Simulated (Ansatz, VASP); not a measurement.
# Na in VASP and in Ansatz

```
Na
1.0
     3.71735    0.00000    0.00000
    -1.85867    3.21932    0.00000
     0.00000    0.00000    6.07238
Na
2
Direct
  0.33333 0.66667 0.25000
  0.66667 0.33333 0.75000
```

Alike in both runs: functional PBEsol; k mesh 14 × 14 × 8; occupations fermi-dirac, width 0.08 eV; no spin polarisation.

Ansatz relaxed the structure, and its values are those at the end. VASP's run is a single point on that final structure, the one shown.

|  | VASP | Ansatz |
| --- | --- | --- |
| version | VASP 6.6.1 | Ansatz 0.2.0 |
| potentials or method | VASP PAW PBE potentials, release 64 (Na_pv) | PAW with Ansatz's default frozen-core files, scalar-relativistic |
| plane-wave cutoff (eV) | 520 | 420 |
| valence electrons in the cell | 14 | 18 |

|  | VASP | Ansatz | Ansatz less VASP |
| --- | --- | --- | --- |
| pressure (GPa) | 0.0 | 0.0 | -0.01 |

VASP's potentials were made for PBE, not for PBEsol. VASP's potentials hold 14 valence electrons a cell and Ansatz's 18, so a difference there can come from the potentials and not from the codes.
